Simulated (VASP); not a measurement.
# MgB2 in VASP: further runs

MgB2 is run at these levels: r2SCAN, HSE06; tasks: single point.

Program: VASP 6.6.1. These are calculated values, not measurements. Logs are shortened: lines on timing, memory, paths and dates and some standing lists are left out, and cuts for length are marked.

### Step 1. The cell of the first run

The typed cell holds 3 atoms: a = 3.085 Å, b = 3.085 Å, c = 3.523 Å, α = 90.00°, β = 90.00°, γ = 120.00°.

### Step 2. Single point, r2SCAN

Input file POSCAR:

```
MgB2
1.0
    3.0850000000      0.0000000000      0.0000000000
   -1.5425000000      2.6716883707      0.0000000000
    0.0000000000      0.0000000000      3.5230000000
Mg B
1 2
Direct
    0.0195880000     -0.0064130000     -0.0098050000
    0.6644080000      0.3216100000      0.4917100000
    0.3363740000      0.6663920000      0.5092550000
```

Input file INCAR.step1:

```
SYSTEM = MgB2
PREC = Accurate
ENCUT = 520
ISMEAR = 0
SIGMA = 0.05
LREAL = .FALSE.
LASPH = .TRUE.
NELM = 80
NBANDS = 11
GGA = PE
ALGO = Normal
EDIFF = 1E-4
LWAVE = .TRUE.
LCHARG = .FALSE.
```

Input file INCAR.step2:

```
SYSTEM = MgB2
PREC = Accurate
ENCUT = 520
EDIFF = 1E-6
ISMEAR = 0
SIGMA = 0.05
LREAL = .FALSE.
LASPH = .TRUE.
NELM = 80
ALGO = Normal
ISIF = 2
LWAVE = .FALSE.
LCHARG = .FALSE.
METAGGA = R2SCAN
LMIXTAU = .TRUE.
NBANDS = 11
ISTART = 1
```

Input file KPOINTS:

```
Automatic mesh
0
G
  7 7 6
  0 0 0
```

Potentials or basis: VASP PAW PBE potentials, release 64 (Mg, B).

Run with:

```console
> cat potpaw_PBE.64/Mg/POTCAR potpaw_PBE.64/B/POTCAR > POTCAR
> cp INCAR.step1 INCAR
> mpirun -np 1 vasp_std > vasp.out
> cp INCAR.step2 INCAR
> mpirun -np 1 vasp_std > vasp.out
```

OUTCAR:

```text
SYSTEM = MgB2
   PREC = Accurate
   ENCUT = 520
   EDIFF = 1E-6
   ISMEAR = 0
   LREAL = .FALSE.
   LASPH = .TRUE.
   NELM = 80
   ISIF = 2
   METAGGA = R2SCAN
   ISTART = 1

 ion  position               nearest neighbor table
   1  0.020  0.994  0.990-   3 2.41   2 2.46   2 2.47   3 2.47   3 2.49   3 2.51   2 2.51   2 2.52
                             2 2.53   2 2.54   3 2.56   3 2.58
   2  0.664  0.322  0.492-   3 1.75   3 1.80   3 1.80   1 2.46   1 2.47   1 2.51   1 2.52   1 2.53
                             1 2.54
   3  0.336  0.666  0.509-   2 1.75   2 1.80   2 1.80   1 2.41   1 2.47   1 2.49   1 2.51   1 2.56
                             1 2.58

  LATTYP: Found a hexagonal cell.
 ALAT       =     3.0850000000
 C/A-ratio  =     1.1419773096

  Lattice vectors:

 A1 = (   3.0850000000,   0.0000000000,   0.0000000000)
 A2 = (  -1.5425000000,   2.6716883707,   0.0000000000)
 A3 = (   0.0000000000,   0.0000000000,   3.5230000000)

Analysis of symmetry for initial positions (statically):
=====================================================================
 Subroutine PRICEL returns:
 Original cell was already a primitive cell.

 Routine SETGRP: Setting up the symmetry group for a
 hexagonal supercell.

 Subroutine GETGRP returns: Found  1 space group operations
 (whereof  1 operations were pure point group operations)
 out of a pool of 24 trial point group operations.

The static configuration has the point symmetry C_1 .

Analysis of symmetry for dynamics (positions and initial velocities):
=====================================================================
 Subroutine PRICEL returns:
 Original cell was already a primitive cell.

 Routine SETGRP: Setting up the symmetry group for a
 hexagonal supercell.

 Subroutine GETGRP returns: Found  1 space group operations
 (whereof  1 operations were pure point group operations)
 out of a pool of 24 trial point group operations.

The dynamic configuration has the point symmetry C_1 .

 Subroutine INISYM returns: Found  1 space group operations
 (whereof  1 operations are pure point group operations),
 and found     1 'primitive' translations

----------------------------------------------------------------------------------------

                                     Primitive cell

  volume of cell :      29.0371

  direct lattice vectors                    reciprocal lattice vectors
     3.085000000  0.000000000  0.000000000     0.324149109  0.187147575  0.000000000
    -1.542500000  2.671688371  0.000000000     0.000000000  0.374295150  0.000000000
     0.000000000  0.000000000  3.523000000     0.000000000  0.000000000  0.283848992

  length of vectors
     3.085000000  3.085000000  3.523000000     0.374295150  0.374295150  0.283848992

  position of ions in fractional coordinates (direct lattice)
     0.019588000  0.993587000  0.990195000
     0.664408000  0.321610000  0.491710000
     0.336374000  0.666392000  0.509255000

  ion indices of the primitive-cell ions
   primitive index   ion index
                 1           1
                 2           2
                 3           3

----------------------------------------------------------------------------------------

 KPOINTS: Automatic mesh

Automatic generation of k-mesh.
 Grid dimensions read from file:
 generate k-points for:    7    7    6

 Generating k-lattice:

  Cartesian coordinates                     Fractional coordinates (reciprocal lattice)
     0.046307016  0.026735368  0.000000000     0.142857143  0.000000000  0.000000000
     0.000000000  0.053470736  0.000000000     0.000000000  0.142857143  0.000000000
     0.000000000  0.000000000  0.047308165     0.000000000  0.000000000  0.166666667

  Length of vectors
     0.053470736  0.053470736  0.047308165

  Shift w.r.t. Gamma in fractional coordinates (k-lattice)
     0.000000000  0.000000000  0.000000000

 Subroutine IBZKPT returns following result:
 ===========================================

 Found    148 irreducible k-points:

 Following reciprocal coordinates:
            Coordinates               Weight
  0.000000  0.000000  0.000000      1.000000
  0.142857 -0.000000  0.000000      2.000000
  0.000000  0.142857  0.000000      2.000000
 -0.142857  0.142857  0.000000      2.000000
  0.285714  0.000000  0.000000      2.000000
  0.000000  0.285714  0.000000      2.000000
[... 16 lines left out ...]
  0.285714  0.285714  0.000000      2.000000
 -0.285714 -0.428571  0.000000      2.000000
 [... further k-points ...]
   k-points           NKPTS =    148   k-points in BZ     NKDIM =    148   number of bands    NBANDS=     11
   number of dos      NEDOS =    301   number of ions     NIONS =      3
   total plane-waves  NPLWV =  16128
   dimension x,y,z NGX =    24 NGY =   24 NGZ =   28
   dimension x,y,z NGXF=    48 NGYF=   48 NGZF=   56
   ions per type =               1   2
   NGX,Y,Z   is equivalent  to a cutoff of  12.93, 12.93, 13.21 a.u.
   NGXF,Y,Z  is equivalent  to a cutoff of  25.87, 25.87, 26.43 a.u.
 SYSTEM =  MgB2
   PREC   = accura    normal or accurate (medium, high low for compatibility)
   ISTART =      1    job   : 0-new  1-cont  2-samecut
   ICHARG =      0    charge: 1-file 2-atom 10-const
   ISPIN  =      1    spin polarized calculation?
   LNONCOLLINEAR =      F non collinear calculations
   LSORBIT =      F    spin-orbit coupling
   LASPH  =      T    aspherical Exc in radial PAW
   ENCUT  =  520.0 eV  38.22 Ry    6.18 a.u.   5.74  5.74  6.55*2*pi/ulx,y,z
   NELM   =     80;   NELMIN=  2; NELMDL=  0     # of ELM steps
   EDIFF  = 0.1E-05   stopping-criterion for ELM
   LREAL  =      F    real-space projection
   EDIFFG = 0.1E-04   stopping-criterion for IOM
   NSW    =      0    number of steps for IOM
   IBRION =     -1    ionic relax: 0-MD 1-quasi-New 2-CG
   NFREE  =      0    steps in history (QN), initial steepest desc. (CG)
   ISIF   =      2    stress and relaxation
   ISYM   =      2    0-nonsym 1-usesym 2-fastsym
   POTIM  = 0.5000    time-step for ionic-motion
   TEBEG  =    0.0;   TEEND  =   0.0 temperature during run
   PSTRESS=    0.0 pullay stress
   NELECT =       8.0000    total number of electrons
   NUPDOWN=      -1.0000    fix difference up-down
   EMIN   =  10.00;   EMAX   =-10.00  energy-range for DOS
   EFERMI =   0.00;   METHOD = LEGACY
   ISMEAR =     0;   SIGMA  =   0.05  broadening in eV -4-tet -1-fermi 0-gaus
   EFERMI_NEDOS =   21; number of points for ismear=-14 and -15
   IALGO  =     38    algorithm
   IMIX   =      4    mixing-type and parameters
     AMIX     =   0.40;   BMIX     =  1.00
     AMIX_MAG =   1.60;   BMIX_MAG =  1.00
  volume/ion in A,a.u.               =       9.68        65.32
  Fermi-wavevector in a.u.,A,eV,Ry     =   1.065255  2.013040 15.439462  1.134768
  Thomas-Fermi vector in A             =   2.200801
   LORBIT       =      0    0 simple, 1 ext, 2 COOP (PROOUT), +10 PAW based schemes
   METAGGA = R2SCAN    functional components
   LHFCALC =     F    Hartree Fock is set to
   AEXX    =    0.0000 exact exchange contribution
   IVDW    =     0    specifies the selected vdW correction
   LEPSILON=     F    determine dielectric tensor
   LRPA    =     F    only Hartree local field effects (RPA)
 non-spin polarized calculation
 Gauss-broadening in eV      SIGMA  =   0.05
  energy-cutoff  :      520.00
  volume of cell :       29.04
 maximum number of plane-waves:       806
   NGX = 11   NGY = 11   NGZ = 13

 number of electron       8.0000000 magnetization

 Free energy of the ion-electron system (eV)
  ---------------------------------------------------
  ext. energy  EPLUGINS =         0.00000000
  ---------------------------------------------------
  free energy    TOTEN  =       -19.37016641 eV

  energy without entropy =      -19.36852909  energy(sigma->0) =      -19.36934775

 E-fermi :   5.0996     XC(G=0): -11.5307

 val. band max:        5.0979039345   @ k =   0.0000  -0.1429   0.1667
 cond. band min:       5.0996659518   @ k =   0.0000   0.1429   0.1667
 fundamental gap:      0.0017620173
 Fermi energy:         5.0996256459

 k-point     1 :       0.0000    0.0000    0.0000
  band No.  band energies     occupation
      1      -7.9635      2.00000
      2       2.1372      2.00000
      3       5.4260      0.00000
      4       5.8414      0.00000
      5       7.2245      0.00000
      6      11.6231      0.00000
      7      12.0971      0.00000
      8      13.7224      0.00000
      9      16.0678      0.00000
     10      19.0522      0.00000
     11      22.5200      0.00000

 k-point     2 :       0.1429   -0.0000    0.0000
  band No.  band energies     occupation
      1      -7.5905      2.00000
      2       2.4997      2.00000
      3       3.9547      2.00000
      4       4.8190      2.00000
      5       7.5472      0.00000
      6      11.4993      0.00000
      7      13.5002      0.00000
      8      14.5731      0.00000
      9      14.7673      0.00000
     10      20.6139      0.00000
     11      21.1436      0.00000

 k-point     3 :       0.0000    0.1429    0.0000
  band No.  band energies     occupation
      1      -7.5912      2.00000
      2       2.5051      2.00000
      3       3.7854      2.00000
      4       5.0117      1.98707
      5       7.5605      0.00000
      6      11.6788      0.00000
      7      13.2103      0.00000
      8      14.5726      0.00000
      9      14.7095      0.00000
     10      20.6908      0.00000
     11      21.1268      0.00000
[... 267 lines left out ...]
 k-point    23 :       0.2857    0.2857    0.0000
  band No.  band energies     occupation
      1      -3.7031      2.00000
      2      -1.7236      2.00000
      3      -0.2610      2.00000
      4       6.1314      0.00000
      5       8.1537      0.00000
      6      11.2361      0.00000
      7      12.3967      0.00000
      8      14.8564      0.00000
      9      15.1461      0.00000
     10      17.5620      0.00000
     11      18.2394      0.00000

 k-point    24 :      -0.2857   -0.4286    0.0000
  band No.  band energies     occupation
      1      -3.7036      2.00000
      2      -1.7194      2.00000
      3      -0.2651      2.00000
      4       6.1263      0.00000
      5       8.1615      0.00000
      6      11.2337      0.00000
      7      12.4006      0.00000
      8      14.8596      0.00000
      9      15.1323      0.00000
     10      17.5728      0.00000
     11      18.2329      0.00000

 [... further k-points ...]

------------------------ aborting loop because EDIFF is reached ----------------------------------------

  FORCE on cell =-STRESS in cart. coord.  units (eV):
  Direction    XX          YY          ZZ          XY          YZ          ZX
  --------------------------------------------------------------------------------------
  -------------------------------------------------------------------------------------
  Total       -0.6812293     -0.5260398     -0.1132907      0.0077981      0.0159027     -0.0568595
  in kB      -37.5880934    -29.0252263     -6.2510270      0.4302735      0.8774589     -3.1373295
  external PRESSURE =     -24.2881156 kB  Pullay stress =       0.0000000 kB

 VOLUME and BASIS-vectors are now :
 -----------------------------------------------------------------------------
  energy-cutoff  :      520.00
  volume of cell :       29.04
      direct lattice vectors                 reciprocal lattice vectors
     3.085000000  0.000000000  0.000000000     0.324149109  0.187147575  0.000000000
    -1.542500000  2.671688371  0.000000000     0.000000000  0.374295150  0.000000000
     0.000000000  0.000000000  3.523000000     0.000000000  0.000000000  0.283848992

 POSITION                                       TOTAL-FORCE (eV/Angst)
 -----------------------------------------------------------------------------------
     -1.47218      2.65455      3.48846        -0.292069      0.006955      0.246807
      1.55362      0.85924      1.73229         0.149444      0.203231      0.465051
      0.00980      1.78039      1.79411         0.142625     -0.210187     -0.711858
 -----------------------------------------------------------------------------------
    total drift:                               -0.000182      0.000587     -0.000251

  FREE ENERGIE OF THE ION-ELECTRON SYSTEM (eV)
  ---------------------------------------------------
  free  energy   TOTEN  =       -19.3701664109 eV

  energy  without entropy=      -19.3685290936  energy(sigma->0) =      -19.36934775
```

Run time: 1.9 min. Hardware: 1 thread of Intel Xeon 8259CL, shared host; peak memory 0.19 GiB.

Results:

* Free energy: -19.3702 eV
* Pressure: -2.4 GPa
* Largest force: 0.756 eV/Å
* Band gap on the k mesh: zero (bands 4 and 5 overlap by 2.30 eV)

Forces in eV/Å, atoms in the order of the input:
```
Mg  -0.292  0.007  0.247
B    0.149  0.203  0.465
B    0.143 -0.210 -0.712
```

Caveat: the PAW data sets were made with another functional, which shifts forces and pressure a little.

### Step 3. Single point, HSE06

Input file POSCAR:

```
MgB2
1.0
    3.0850000000      0.0000000000      0.0000000000
   -1.5425000000      2.6716883707      0.0000000000
    0.0000000000      0.0000000000      3.5230000000
Mg B
1 2
Direct
    0.0000000000      0.0000000000      0.0000000000
    0.6666666667      0.3333333333      0.5000000000
    0.3333333333      0.6666666667      0.5000000000
```

Input file INCAR.step1:

```
SYSTEM = MgB2
ALGO = Normal
EDIFF = 1E-5
ENCUT = 520
GGA = PE
ISIF = 2
ISMEAR = 1
LASPH = .TRUE.
LCHARG = .FALSE.
LREAL = .FALSE.
LWAVE = .TRUE.
NBANDS = 11
NELM = 100
PREC = Accurate
SIGMA = 0.05
```

Input file INCAR.step2:

```
SYSTEM = MgB2
ALGO = Normal
EDIFF = 1E-7
ENCUT = 520
GGA = PE
HFSCREEN = 0.2079
ISIF = 2
ISMEAR = 1
ISTART = 1
LASPH = .TRUE.
LCHARG = .FALSE.
LHFCALC = .TRUE.
LREAL = .FALSE.
LWAVE = .FALSE.
NBANDS = 11
NELM = 100
PREC = Accurate
PRECFOCK = Normal
SIGMA = 0.05
```

Input file KPOINTS:

```
k-points
0
G
  5 5 4
  0 0 0
```

Potentials or basis: VASP PAW PBE potentials, release 64 (Mg, B).

Run with:

```console
> cat potpaw_PBE.64/Mg/POTCAR potpaw_PBE.64/B/POTCAR > POTCAR
> cp INCAR.step1 INCAR
> mpirun -np 1 vasp_std > vasp.out
> cp INCAR.step2 INCAR
> mpirun -np 1 vasp_std > vasp.out
```

OUTCAR:

```text
SYSTEM = MgB2
   EDIFF = 1E-7
   ENCUT = 520
   GGA = PE
   HFSCREEN = 0.2079
   ISIF = 2
   ISMEAR = 1
   ISTART = 1
   LASPH = .TRUE.
   LHFCALC = .TRUE.
   LREAL = .FALSE.
   NELM = 100
   PREC = Accurate
   PRECFOCK = Normal

 ion  position               nearest neighbor table
   1  0.000  0.000  0.000-   2 2.51   3 2.51   2 2.51   3 2.51   2 2.51   2 2.51   3 2.51   3 2.51
                             2 2.51   2 2.51   3 2.51   3 2.51
   2  0.667  0.333  0.500-   3 1.78   3 1.78   3 1.78   1 2.51   1 2.51   1 2.51   1 2.51   1 2.51
                             1 2.51
   3  0.333  0.667  0.500-   2 1.78   2 1.78   2 1.78   1 2.51   1 2.51   1 2.51   1 2.51   1 2.51
                             1 2.51

  LATTYP: Found a hexagonal cell.
 ALAT       =     3.0850000000
 C/A-ratio  =     1.1419773096

  Lattice vectors:

 A1 = (   3.0850000000,   0.0000000000,   0.0000000000)
 A2 = (  -1.5425000000,   2.6716883707,   0.0000000000)
 A3 = (   0.0000000000,   0.0000000000,   3.5230000000)

Analysis of symmetry for initial positions (statically):
=====================================================================
 Subroutine PRICEL returns:
 Original cell was already a primitive cell.

[... 183 lines left out ...]
      5       7.2040      0.00000
      6      12.1498      0.00000
      7      12.1498      0.00000
      8      14.1358      0.00000
      9      16.4950      0.00000
     10      18.7746      0.00000
     11      22.3430      0.00000
[... 183 lines left out ...]
 k-point    15 :       0.4000    0.2000    0.5000
  band No.  band energies     occupation
      1      -3.1905      2.00000
      2      -2.4392      2.00000
      3       0.5780      2.00000
      4       1.7426      2.00000
      5       3.7789      2.00000
      6      10.2845      0.00000
      7      14.5392      0.00000
      8      19.7822      0.00000
      9      19.8371      0.00000
     10      19.9259      0.00000
     11      20.0994      0.00000

------------------------ aborting loop because EDIFF is reached ----------------------------------------

  FORCE on cell =-STRESS in cart. coord.  units (eV):
  Direction    XX          YY          ZZ          XY          YZ          ZX
  --------------------------------------------------------------------------------------
  -------------------------------------------------------------------------------------
  Total       -0.5668944     -0.5668944     -0.5583110     -0.0000000      0.0000000      0.0000000
  in kB      -31.2794495    -31.2794495    -30.8058496     -0.0000000      0.0000000      0.0000000
  external PRESSURE =     -31.1215829 kB  Pullay stress =       0.0000000 kB

 VOLUME and BASIS-vectors are now :
 -----------------------------------------------------------------------------
  energy-cutoff  :      520.00
  volume of cell :       29.04
      direct lattice vectors                 reciprocal lattice vectors
     3.085000000  0.000000000  0.000000000     0.324149109  0.187147575  0.000000000
    -1.542500000  2.671688371  0.000000000     0.000000000  0.374295150  0.000000000
     0.000000000  0.000000000  3.523000000     0.000000000  0.000000000  0.283848992

 POSITION                                       TOTAL-FORCE (eV/Angst)
 -----------------------------------------------------------------------------------
      0.00000      0.00000      0.00000         0.000000     -0.000000      0.000000
      1.54250      0.89056      1.76150        -0.000000      0.000000      0.000000
     -0.00000      1.78113      1.76150         0.000000     -0.000000      0.000000
 -----------------------------------------------------------------------------------
    total drift:                                0.000822      0.000010      0.000680

  FREE ENERGIE OF THE ION-ELECTRON SYSTEM (eV)
  ---------------------------------------------------
  free  energy   TOTEN  =       -16.7412012303 eV

  energy  without entropy=      -16.7412620119  energy(sigma->0) =      -16.74122149
```

OUTCAR.step1:

```text
SYSTEM = MgB2
   EDIFF = 1E-5
   ENCUT = 520
   GGA = PE
   ISIF = 2
   ISMEAR = 1
[... 428 lines left out ...]
      0.00000      0.00000      0.00000        -0.000000      0.000000      0.000000
      1.54250      0.89056      1.76150        -0.000000      0.000000      0.000000
     -0.00000      1.78113      1.76150         0.000000      0.000000     -0.000000
 -----------------------------------------------------------------------------------
    total drift:                                0.000000     -0.000000      0.000000

  FREE ENERGIE OF THE ION-ELECTRON SYSTEM (eV)
  ---------------------------------------------------
  free  energy   TOTEN  =       -15.3283602322 eV

  energy  without entropy=      -15.3275825067  energy(sigma->0) =      -15.32810099
```

Wall time 5.9 min (1 thread of Intel Xeon 8259CL, shared host); peak memory 0.25 GiB.

What came out:

```yaml
Free_energy: -16.7412 eV
Pressure: -3.1 GPa
Band_gap_on_the_k_mesh: zero (bands 4 and 5 overlap by 2.34 eV)
```

Caveat: the k points lie up to 0.47 Å⁻¹ apart, too coarse for converged energies and pressures of a metal; the PAW data sets were made with another functional, which shifts forces and pressure a little.
